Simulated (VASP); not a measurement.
# As (R-3m) in VASP: notebook

Aim: see how the results for As move with the level of theory and the settings. Levels: HSE06, r2SCANh. Tasks: single point.

All numbers are computed with VASP 6.6.1; they aren't measurements. Logs are shortened: lines on timing, memory, paths and dates and some standing lists are left out, and cuts for length are marked.

**1. The cell of the first run**

It takes space group R-3m (No. 166, trigonal). The conventional cell has a = 3.809 Å, b = 3.809 Å, c = 10.830 Å, α = 90.00°, β = 90.00°, γ = 120.00°. As (site symmetry 3m) has 6 As at 2.55 to 3.20 Å within 3.4 Å.

**2. Single point, HSE06**

Input file POSCAR:

```
As
1.0
    1.9043181898      1.0994586195      3.6098657145
   -1.9043181898      1.0994586195      3.6098657145
    0.0000000000     -2.1989172391      3.6098657145
As
2
Direct
    0.7737405993      0.7737405993      0.7737405993
    0.2262594007      0.2262594007      0.2262594007
```

Input file INCAR.step1:

```
SYSTEM = As
PREC = Accurate ; ENCUT = 400
EDIFF = 1E-5 ; ISMEAR = -1
SIGMA = 0.05 ; LREAL = .False.
LASPH = .True. ; NELM = 120
ALGO = Normal ; ISIF = 2
LWAVE = .True. ; LCHARG = .False.
GGA = PE ; NBANDS = 12
GGA_COMPAT = .False.
```

Input file INCAR.step2:

```
SYSTEM = As
PREC = Accurate ; ENCUT = 400
EDIFF = 1E-6 ; ISMEAR = -1
SIGMA = 0.05 ; LREAL = .False.
LASPH = .True. ; NELM = 120
ALGO = Normal ; ISIF = 2
LWAVE = .False. ; LCHARG = .False.
GGA = PE ; LHFCALC = .True.
HFSCREEN = 0.2079 ; PRECFOCK = Normal
ISTART = 1 ; NBANDS = 12
GGA_COMPAT = .False.
```

Input file KPOINTS:

```
Automatic mesh
0
Gamma
  7 7 7
  0 0 0
```

Potentials or basis: VASP PAW PBE potentials, release 64 (As).

Run with:

```console
$ cat potpaw_PBE.64/As/POTCAR > POTCAR
$ cp INCAR.step1 INCAR
$ mpirun -np 1 vasp_std > vasp.out
$ cp INCAR.step2 INCAR
$ mpirun -np 1 vasp_std > vasp.out
```

OUTCAR:

```text
SYSTEM = As
   PREC = Accurate
   ENCUT = 400
   EDIFF = 1E-6
   ISMEAR = -1
   LREAL = .False.
   LASPH = .True.
   NELM = 120
   ISIF = 2
   GGA = PE
   LHFCALC = .True.
   HFSCREEN = 0.2079
   PRECFOCK = Normal
   ISTART = 1

 ion  position               nearest neighbor table
   1  0.774  0.774  0.774-   2 2.55   2 2.55   2 2.55
   2  0.226  0.226  0.226-   1 2.55   1 2.55   1 2.55

  LATTYP: Found a trigonal (rhomboedric) cell.
 ALAT       =     4.2268626073
 COS(alpha) =     0.5940497957

  Lattice vectors:

 A1 = (   1.9043181898,   1.0994586195,   3.6098657145)
 A2 = (  -1.9043181898,   1.0994586195,   3.6098657145)
 A3 = (   0.0000000000,  -2.1989172391,   3.6098657145)

Analysis of symmetry for initial positions (statically):
=====================================================================
 Subroutine PRICEL returns:
 Original cell was already a primitive cell.

 Routine SETGRP: Setting up the symmetry group for a
 trigonal (rhombohedral) supercell.

 Subroutine GETGRP returns: Found 12 space group operations
 (whereof 12 operations were pure point group operations)
 out of a pool of 12 trial point group operations.

The static configuration has the point symmetry D_3d.

Analysis of symmetry for dynamics (positions and initial velocities):
=====================================================================
 Subroutine PRICEL returns:
 Original cell was already a primitive cell.

 Routine SETGRP: Setting up the symmetry group for a
 trigonal (rhombohedral) supercell.

 Subroutine GETGRP returns: Found 12 space group operations
 (whereof 12 operations were pure point group operations)
 out of a pool of 12 trial point group operations.

The dynamic configuration has the point symmetry D_3d.

 Subroutine INISYM returns: Found 12 space group operations
 (whereof 12 operations are pure point group operations),
 and found     1 'primitive' translations

----------------------------------------------------------------------------------------

                                     Primitive cell

  volume of cell :      45.3483

  direct lattice vectors                    reciprocal lattice vectors
     1.904318190  1.099458620  3.609865715     0.262561164  0.151589759  0.092339538
    -1.904318190  1.099458620  3.609865715    -0.262561164  0.151589759  0.092339538
     0.000000000 -2.198917239  3.609865715     0.000000000 -0.303179517  0.092339538

  length of vectors
     4.226862607  4.226862607  4.226862607     0.316929661  0.316929661  0.316929661

  position of ions in fractional coordinates (direct lattice)
     0.773740599  0.773740599  0.773740599
     0.226259401  0.226259401  0.226259401

  ion indices of the primitive-cell ions
   primitive index   ion index
                 1           1
                 2           2

----------------------------------------------------------------------------------------

 KPOINTS: Automatic mesh

Automatic generation of k-mesh.
 Grid dimensions read from file:
 generate k-points for:    7    7    7

 Generating k-lattice:

  Cartesian coordinates                     Fractional coordinates (reciprocal lattice)
     0.037508738  0.021655680  0.013191363     0.142857143 -0.000000000  0.000000000
    -0.037508738  0.021655680  0.013191363    -0.000000000  0.142857143  0.000000000
     0.000000000 -0.043311360  0.013191363     0.000000000  0.000000000  0.142857143

  Length of vectors
     0.045275666  0.045275666  0.045275666

  Shift w.r.t. Gamma in fractional coordinates (k-lattice)
     0.000000000  0.000000000  0.000000000

 Subroutine IBZKPT returns following result:
 ===========================================

 Found     44 irreducible k-points:

 Following reciprocal coordinates:
            Coordinates               Weight
  0.000000  0.000000  0.000000      1.000000
  0.142857  0.000000  0.000000      6.000000
  0.285714  0.000000 -0.000000      6.000000
  0.428571  0.000000  0.000000      6.000000
  0.142857  0.142857  0.000000      6.000000
  0.285714  0.142857  0.000000     12.000000
[... 16 lines left out ...]
  0.285714  0.285714  0.142857      6.000000
  0.428571  0.285714  0.142857     12.000000
 [... further k-points ...]
   k-points           NKPTS =     44   k-points in BZ     NKDIM =    343   number of bands    NBANDS=     12
   number of dos      NEDOS =    301   number of ions     NIONS =      2
   total plane-waves  NPLWV =  21952
   dimension x,y,z NGX =    28 NGY =   28 NGZ =   28
   dimension x,y,z NGXF=    56 NGYF=   56 NGZF=   56
   ions per type =               2
   NGX,Y,Z   is equivalent  to a cutoff of  11.01, 11.01, 11.01 a.u.
   NGXF,Y,Z  is equivalent  to a cutoff of  22.03, 22.03, 22.03 a.u.
 SYSTEM =  As
   PREC   = accura    normal or accurate (medium, high low for compatibility)
   ISTART =      1    job   : 0-new  1-cont  2-samecut
   ICHARG =      0    charge: 1-file 2-atom 10-const
   ISPIN  =      1    spin polarized calculation?
   LNONCOLLINEAR =      F non collinear calculations
   LSORBIT =      F    spin-orbit coupling
   LASPH  =      T    aspherical Exc in radial PAW
   ENCUT  =  400.0 eV  29.40 Ry    5.42 a.u.   6.89  6.89  6.89*2*pi/ulx,y,z
   NELM   =    120;   NELMIN=  2; NELMDL=  0     # of ELM steps
   EDIFF  = 0.1E-05   stopping-criterion for ELM
   LREAL  =      F    real-space projection
   EDIFFG = 0.1E-04   stopping-criterion for IOM
   NSW    =      0    number of steps for IOM
   IBRION =     -1    ionic relax: 0-MD 1-quasi-New 2-CG
   NFREE  =      0    steps in history (QN), initial steepest desc. (CG)
   ISIF   =      2    stress and relaxation
   ISYM   =      3    0-nonsym 1-usesym 2-fastsym
   POTIM  = 0.5000    time-step for ionic-motion
   TEBEG  =    0.0;   TEEND  =   0.0 temperature during run
   PSTRESS=    0.0 pullay stress
   NELECT =      10.0000    total number of electrons
   NUPDOWN=      -1.0000    fix difference up-down
   EMIN   =  10.00;   EMAX   =-10.00  energy-range for DOS
   EFERMI =   0.00;   METHOD = LEGACY
   ISMEAR =    -1;   SIGMA  =   0.05  broadening in eV -4-tet -1-fermi 0-gaus
   EFERMI_NEDOS =   21; number of points for ismear=-14 and -15
   IALGO  =     38    algorithm
   IMIX   =      1    mixing-type and parameters
     AMIX     =   0.40;   BMIX     =  1.00
     AMIX_MAG =   1.60;   BMIX_MAG =  1.00
  volume/ion in A,a.u.               =      22.67       153.01
  Fermi-wavevector in a.u.,A,eV,Ry     =   0.989057  1.869046 13.309675  0.978233
  Thomas-Fermi vector in A             =   2.120628
   LORBIT       =      0    0 simple, 1 ext, 2 COOP (PROOUT), +10 PAW based schemes
   GGA     = PE    functional components
   LHFCALC =     T    Hartree Fock is set to
   PRECFOCK=normal    Normal, Fast or Accurate (Low or Medium for compatibility)
   ENCUT4O =  -1.0   cutoff for four orbital integrals eV
   NKREDX  =     1    reduce k-point grid by
   NKREDY  =     1    reduce k-point grid by
   NKREDZ  =     1    reduce k-point grid by
   AEXX    =    0.2500 exact exchange contribution
   HFSCREEN=    0.2079 screening length (either q_TF or 0.3 A-1)
   HFSCREENC=   0.2079 screening length for correlation (either q_TF or 0.3 A-1)
   ENCUTFOCK=  -1.0 apply spherical cutoff to Coloumb kernel
   IVDW    =     0    specifies the selected vdW correction
   LEPSILON=     F    determine dielectric tensor
   LRPA    =     F    only Hartree local field effects (RPA)
 non-spin polarized calculation
  energy-cutoff  :      400.00
  volume of cell :       45.35
 maximum number of plane-waves:       840
  NGX = 24; NGY = 24; NGZ = 24

 number of electron       9.9999999 magnetization

 Free energy of the ion-electron system (eV)
  ---------------------------------------------------
  ext. energy  EPLUGINS =         0.00000000
  ---------------------------------------------------
  free energy    TOTEN  =       -11.18499856 eV

  energy without entropy =      -11.18288388  energy(sigma->0) =      -11.18394122

 E-fermi :   4.9752     XC(G=0):  -8.1182

 val. band max:        4.9275756954   @ k =   0.4286   0.0000   0.0000
 cond. band min:       5.0238461648   @ k =   0.4286   0.2857   0.2857
 fundamental gap:      0.0962704695
 Fermi energy:         4.9751812106

 k-point     1 :       0.0000    0.0000    0.0000
  band No.  band energies     occupation
      1     -11.5550      2.00000
      2      -1.9103      2.00000
      3       1.9275      2.00000
      4       2.5540      2.00000
      5       2.5540      2.00000
      6       6.7620      0.00000
      7       8.0892      0.00000
      8       8.0892      0.00000
      9      12.3125      0.00000
     10      12.3125      0.00000
     11      12.7322      0.00000
     12      14.1804      0.00000

 k-point     2 :       0.1429    0.0000    0.0000
  band No.  band energies     occupation
      1     -11.2662      2.00000
      2      -2.7942      2.00000
      3       1.9084      2.00000
      4       2.3387      2.00000
      5       2.5250      2.00000
      6       7.0008      0.00000
      7       7.6812      0.00000
      8       7.8750      0.00000
      9      11.0917      0.00000
     10      11.8574      0.00000
     11      12.2480      0.00000
     12      15.5824      0.00000

 k-point     3 :       0.2857    0.0000   -0.0000
  band No.  band energies     occupation
      1     -10.4168      2.00000
      2      -4.7608      2.00000
      3       1.5807      2.00000
      4       1.9349      2.00000
      5       3.2176      2.00000
      6       5.9019      0.00000
      7       6.8057      0.00000
      8       7.1904      0.00000
      9      11.7091      0.00000
     10      12.4514      0.00000
     11      13.6710      0.00000
     12      17.7384      0.00000
[... 286 lines left out ...]
 k-point    23 :       0.2857    0.2857    0.1429
  band No.  band energies     occupation
      1     -10.8249      2.00000
      2      -4.2065      2.00000
      3       1.0103      2.00000
      4       1.8196      2.00000
      5       3.9415      2.00000
      6       6.5156      0.00000
      7       7.5564      0.00000
      8       8.3367      0.00000
      9      11.4223      0.00000
     10      13.4353      0.00000
     11      14.4697      0.00000
     12      15.6097      0.00000

 k-point    24 :       0.4286    0.2857    0.1429
  band No.  band energies     occupation
      1     -10.1385      2.00000
      2      -4.9988      2.00000
      3      -0.3223      2.00000
      4       1.0678      2.00000
      5       3.5740      2.00000
      6       6.8839      0.00000
      7       8.0390      0.00000
      8       9.1936      0.00000
      9      11.2574      0.00000
     10      14.4060      0.00000
     11      15.5719      0.00000
     12      15.8721      0.00000

 [... further k-points ...]

------------------------ aborting loop because EDIFF is reached ----------------------------------------

  FORCE on cell =-STRESS in cart. coord.  units (eV):
  Direction    XX          YY          ZZ          XY          YZ          ZX
  --------------------------------------------------------------------------------------
  -------------------------------------------------------------------------------------
  Total       -1.0277722     -1.0277722     -0.6366767      0.0000000      0.0000000      0.0000000
  in kB      -36.3117123    -36.3117123    -22.4941109      0.0000000      0.0000000      0.0000000
  external PRESSURE =     -31.7058452 kB  Pullay stress =       0.0000000 kB

 VOLUME and BASIS-vectors are now :
 -----------------------------------------------------------------------------
  energy-cutoff  :      400.00
  volume of cell :       45.35
      direct lattice vectors                 reciprocal lattice vectors
     1.904318190  1.099458620  3.609865715     0.262561164  0.151589759  0.092339538
    -1.904318190  1.099458620  3.609865715    -0.262561164  0.151589759  0.092339538
     0.000000000 -2.198917239  3.609865715     0.000000000 -0.303179517  0.092339538

 POSITION                                       TOTAL-FORCE (eV/Angst)
 -----------------------------------------------------------------------------------
      0.00000     -0.00000      8.37930         0.000000     -0.000000      0.350779
      0.00000     -0.00000      2.45030         0.000000      0.000000     -0.350779
 -----------------------------------------------------------------------------------
    total drift:                                0.000000      0.000000     -0.000000

  FREE ENERGIE OF THE ION-ELECTRON SYSTEM (eV)
  ---------------------------------------------------
  free  energy   TOTEN  =       -11.1849985620 eV

  energy  without entropy=      -11.1828838815  energy(sigma->0) =      -11.18394122
```

Run time: 1.6 h. Hardware: 1 thread of AMD EPYC 7R43 (Zen 3), shared host; peak memory 0.24 GiB.

What came out:

* Free energy: -11.1850 eV
* Pressure: -3.2 GPa
* Largest force: 0.351 eV/Å
* Band gap on the k mesh: zero (bands 5 and 6 overlap by 0.10 eV)

Forces in eV/Å, atoms in the order of the input:
```
As   0.000  0.000  0.351
As   0.000  0.000 -0.351
```

Caveat: the cell stands under tension; the PAW data sets were made with another functional, which shifts forces and pressure a little.

**3. Single point, r2SCANh**

POSCAR is that of step 2.

Input file INCAR.step1:

```
ALGO = Normal
EDIFF = 1E-5
ENCUT = 440
GGA = PE
GGA_COMPAT = False
ISIF = 2
ISMEAR = -1
LASPH = True
LCHARG = False
LREAL = False
LWAVE = True
NBANDS = 12
NELM = 120
PREC = Accurate
SIGMA = 0.05
```

Input file INCAR.step2:

```
AEXX = 0.1
ALGO = Normal
EDIFF = 1E-6
ENCUT = 440
GGA_COMPAT = False
ISIF = 2
ISMEAR = -1
ISTART = 1
LASPH = True
LCHARG = False
LHFCALC = True
LMIXTAU = True
LREAL = False
LWAVE = False
METAGGA = R2SCAN
NBANDS = 12
NELM = 120
PREC = Accurate
PRECFOCK = Normal
SIGMA = 0.05
```

Input file KPOINTS:

```
k-points
0
Gamma
  7 7 7
```

Potentials or basis: VASP PAW PBE potentials, release 64 (As).

Run with:

```console
$ cat potpaw_PBE.64/As/POTCAR > POTCAR
$ cp INCAR.step1 INCAR
$ mpirun -np 1 vasp_std > vasp.out
$ cp INCAR.step2 INCAR
$ mpirun -np 1 vasp_std > vasp.out
```

Run time: 78 min. Hardware: 1 thread of Intel Xeon Platinum 8259CL at 2.50GHz (Skylake/Cascade Lake), shared host; peak memory 0.2 GiB.

The run converged. Its results:

```yaml
Free_energy: -28.6796 eV
Pressure: -2.8 GPa
Largest_force: 0.409 eV/Å
Band_gap_on_the_k_mesh: zero (bands 5 and 6 overlap by 0.16 eV)
```

Forces in eV/Å, atoms in the order of the input:
```
As   0.000  0.000  0.409
As   0.000  0.000 -0.409
```

Stress tensor (GPa, compression positive):
```
-3.35  0.00  0.00
 0.00 -3.35  0.00
 0.00  0.00 -1.69
```

Levels at points of the mesh, in eV from the Fermi level:
| k point | band 3 | band 4 | band 5 | band 6 | band 7 | band 8 |
| --- | --- | --- | --- | --- | --- | --- |
| (0.00, 0.00, 0.00) | -3.09 | -2.51 | -2.51 | 1.80 | 3.04 | 3.04 |

Caveat: the PAW data sets were made with another functional, which shifts forces and pressure a little.

The gap in the log of VASP goes by the Fermi energy; the results here count the filled bands.